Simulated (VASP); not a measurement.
A run of VASP 6.6.1:

The input INCAR:

```
PREC = Accurate
ENCUT = 600
EDIFF = 1E-6
ISMEAR = -1
SIGMA = 0.08
LREAL = F
LASPH = T
NELM = 100
ALGO = Normal
ISIF = 3
LWAVE = F
LCHARG = F
IBRION = 2
NSW = 60
EDIFFG = -0.005
```

KPOINTS

```
regular mesh
0
Gamma
  17 17 17
```

POSCAR

```
TiC
1.0
    0.0000000000      2.1544346900      2.1544346900
    2.1544346900      0.0000000000      2.1544346900
    2.1544346900      2.1544346900      0.0000000000
Ti C
1 1
Direct
    0.0000000000      0.0000000000      0.0000000000
    0.5000000000      0.5000000000      0.5000000000
```

Potentials or basis: VASP PAW LDA potentials, release 64 (Ti_sv, C).

The run is started by

```sh
$ cat potpaw_LDA.64/Ti_sv/POTCAR potpaw_LDA.64/C/POTCAR > POTCAR
$ mpirun -np 1 vasp_std > vasp.out
```

Hardware: 1 thread of Intel Xeon 8259CL, with other jobs on the host.

Question: Estimate the wall time of this run.

Answer: Run time: 85 s on 1 thread of Intel Xeon 8259CL, on a shared host, peak memory 0.18 GiB. Counts: scf iterations 37, k points 165, ion steps 3.
